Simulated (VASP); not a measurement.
Here is a VASP 6.6.1 calculation.

Contents of INCAR:

```
SYSTEM = Sn2O3
PREC = Accurate ; ENCUT = 520
EDIFF = 1E-7 ; ISMEAR = -1
SIGMA = 0.06122561905347299 ; LREAL = .FALSE.
LASPH = .TRUE. ; NELM = 80
ALGO = Normal ; ISIF = 2
LWAVE = .FALSE. ; LCHARG = .FALSE.
GGA = PE ; NBANDS = 57
```

KPOINTS

```
regular mesh
0
G
  11 11 11
  0 0 0
```

File POSCAR:

```
Sn2O3
1.0
    5.3226862329      0.0000000000      0.0000000000
    0.0000000000      5.3226862329      0.0000000000
    0.0000000000      0.0000000000      5.3226862329
Sn O
4 6
Direct
    0.2500000000      0.2500000000      0.2500000000
    0.7500000000      0.7500000000      0.2500000000
    0.7500000000      0.2500000000      0.7500000000
    0.2500000000      0.7500000000      0.7500000000
    0.5000000000      0.0000000000      0.0000000000
    0.0000000000      0.5000000000      0.0000000000
    0.0000000000      0.0000000000      0.5000000000
    0.5000000000      0.5000000000      0.0000000000
    0.5000000000      0.0000000000      0.5000000000
    0.0000000000      0.5000000000      0.5000000000
```

Potentials or basis: VASP PAW PBE potentials, release 64 (Sn_d, O).

The run is started by

```console
$ cat potpaw_PBE.64/Sn_d/POTCAR potpaw_PBE.64/O/POTCAR > POTCAR
$ mpirun -np 1 vasp_std > vasp.out
```

Problem. What does it give for the band gap on the k mesh?

Solution. Zero (bands 46 and 47 overlap by 0.16 eV).

Problem. Predict the pressure.

Solution. -3.7 GPa.

Caveat: the cell stands under tension; semilocal functionals underestimate gaps, and a narrow one can read as zero; spin-orbit coupling is left out, which moves the levels of the heavy elements.
